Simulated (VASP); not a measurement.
Wanted: the native input for a VASP 6.6.1 run.

```
Task                   : single point
Functional             : PBE
Potentials or basis    : VASP PAW PBE potentials, release 64 (Si, C)
Cutoff                 : 520 eV
k mesh                 : 12 × 12 × 6
Occupations            : gaussian, width 0.02 eV
Spin                   : no spin polarisation
Dipole correction      : no
Further INCAR settings : ALGO = Normal; EDIFF = 1e-07; NBANDS = 16
```

The structure of SiC lies in POSCAR:

```
SiC
1.0
    2.9944529007      0.0000000000      0.0000000000
   -1.4972264503      2.5932722824      0.0000000000
    0.0000000000      0.0000000000      4.9099970342
Si C
2 2
Direct
    0.3333333333      0.6666666667      0.4995822901
    0.6666666667      0.3333333333      0.9995822901
    0.3333333333      0.6666666667      0.8754177099
    0.6666666667      0.3333333333      0.3754177099
```

These files were run (other wordings do the same):

INCAR

```
  PREC = Accurate
  ENCUT = 520
  EDIFF = 1E-7
  ISMEAR = 0
  SIGMA = 0.02
  LREAL = False
  LASPH = True
  NELM = 60
  ALGO = Normal
  ISIF = 2
  LWAVE = False
  LCHARG = True
  GGA = PE
  LELF = True
  LVHAR = True
  NBANDS = 16
```

KPOINTS

```
regular mesh
0
Gamma
  12 12 6
```

Potentials or basis: VASP PAW PBE potentials, release 64 (Si, C).

The run is started by

```console
$ cat potpaw_PBE.64/Si/POTCAR potpaw_PBE.64/C/POTCAR > POTCAR
$ mpirun -np 1 vasp_std > vasp.out
```

Results of the run:

The pressure is 24.9 GPa and the largest force is 0.004 eV/Å. The band gap on the k mesh is 2.13 eV, indirect (least direct gap 4.12 eV).

It took 23 s on 1 thread of Intel(R) Xeon(R) 6975P-C (Granite Rapids), with other jobs on the host, peak memory 0.17 GiB.
